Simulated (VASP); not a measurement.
Runs of VASP 6.6.1 on Tb. The structure is that of space group Im-3m (No. 229), or close to it. The cells are those of the table. 

```csv
task,level,cell,smearing,k mesh for the DOS,occupations for the DOS,gap on the mesh (eV),pressure (GPa),moment (μB)
single point,revPBE+D3(BJ),"a = 3.410 Å, angles 109.5°, 1 atom",tetrahedron,-,-,none,0.4,0.38
single point,revPBE+D3(BJ),"a = 3.504 Å, angles 109.5°, 1 atom",tetrahedron,-,-,none,-2.5,(c)
density of states,revPBE,"a = 3.481 Å, angles 109.5°, 1 atom",methfessel-paxton 0.1 eV,14 × 14 × 14,tetrahedron,-,-,0.60
single point,revPBE+D3(BJ),"a = 3.458 Å, angles 109.5°, 1 atom",tetrahedron,-,-,none,(a),0.31
single point,revPBE+D3(BJ),"a = 3.434 Å, angles 109.5°, 1 atom",tetrahedron,-,-,none,-0.4,0.32
single point,revPBE+D3(BJ),"a = 3.550 Å, angles 109.5°, 1 atom",tetrahedron,-,-,none,-3.6,0.56
single point,revPBE+D3(BJ),"a = 3.527 Å, angles 109.5°, 1 atom",tetrahedron,-,-,none,-3.1,0.55
single point,revPBE+D3(BJ),"a = 3.481 Å, angles 109.5°, 1 atom",tetrahedron,-,-,none,(b),0.54
```

Alike in all rows: potentials or basis VASP PAW PBE potentials, release 64 (Tb_3), 4f in core; spin collinear, ferromagnetic start; k mesh 9 × 9 × 9; cutoff (eV) 520.

Q: Fill in the values left out.

A: (a) -1.2; (b) -1.9; (c) 0.29.

Caveats: the magnetic or orbital state may not be the lowest; the PAW data sets were made with another functional, which shifts forces and pressure a little; spin-orbit coupling is left out, which moves the levels of the heavy elements; the 4f electrons are frozen in the core, so they carry no moment and show no levels; tetrahedron occupations give inexact forces and stress in metals; pairwise dispersion overbinds metals, which lowers pressure and volume (some runs).

A k mesh can miss the band edges, and the runs leave out spin-orbit coupling on Tb.

A gap of «none» marks levels without a gap at the run's occupations.
